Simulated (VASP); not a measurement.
BaZrO3:

```xyz
5
Lattice="4.1347 0.0000 0.0000 0.0000 4.1347 0.0000 0.0000 0.0000 4.1347" Properties=species:S:1:pos:R:3 pbc="T T T"
Ba    0.0000    0.0000    0.0000
Zr    2.0673    2.0673    2.0673
O     2.0673    2.0673    0.0000
O     2.0673    0.0000    2.0673
O     0.0000    2.0673    2.0673
```

Base run:

| Item | Value |
| --- | --- |
| Program | VASP 6.6.1 |
| Functional | r2SCAN |
| Potentials or basis | VASP PAW PBE potentials, release 64 (Ba_sv, Zr_sv, O) |
| Cutoff | 520 eV |
| k mesh | 6 × 6 × 6 |
| Occupations | fermi-dirac, width 0.05 eV |
| Spin | no spin polarisation |

Its results: band gap on the k mesh 3.80 eV, indirect (least direct gap 3.99 eV); pressure 10.5 GPa.

Task: The run is repeated on the same cell with these changes: functional from r2SCAN to PBE; further incar settings from ALGO = Normal; EDIFF = 1e-06; NBANDS = 28 to ALGO = Normal; EDIFF = 1e-07; NBANDS = 28. What comes out?

Result: Band gap on the k mesh 3.28 eV, indirect (least direct gap 3.45 eV); pressure 12.8 GPa.

Caveats: spin-orbit coupling is left out, which moves the levels of the heavy elements; the PAW data sets were made with another functional, which shifts forces and pressure a little (some runs).

A k mesh can miss the band edges.
